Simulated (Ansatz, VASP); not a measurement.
## PbI2Cl2: VASP beside Ansatz

```
CELL_PARAMETERS angstrom
5.23796 0.00000 0.00000
-2.61898 4.53621 0.00000
0.00000 0.00000 7.16735
ATOMIC_POSITIONS crystal
Pb 0.00000 0.00000 0.00000
I 0.33333 0.66667 0.76630
I 0.66667 0.33333 0.23370
Cl 0.33333 0.66667 0.57440
Cl 0.66667 0.33333 0.42560
```

Change from the starting cell: species swapped into the CaH2O2 type (P-3m1, No. 164).

Alike in both runs: task single point; functional PBE; k mesh 6 × 6 × 4; occupations gaussian, width 0.1 eV; no spin polarisation.

|  | VASP | Ansatz |
| --- | --- | --- |
| version | VASP 6.6.1 | Ansatz 0.2.0 |
| potentials or method | VASP PAW PBE potentials, release 64 (Pb_d, I, Cl), cutoff 520 eV | scalar-relativistic, plane waves, PAW |
| valence electrons in the cell | 42 | 62 |

|  | VASP | Ansatz | Ansatz less VASP |
| --- | --- | --- | --- |
| gap on the k mesh at the Fermi level (eV) | none | none | - |
| rms of the force components (eV/Å) | 92.486 | 81.765 | -10.7207 |

Atom by atom the forces differ by 10.721 eV/Å (rms over components). A gap of «none» marks a metal or a gap that the smearing closes. VASP's potentials hold 42 valence electrons a cell and Ansatz's 62, so a difference there can come from the potentials and not from the codes.

Spin-orbit coupling is off throughout.
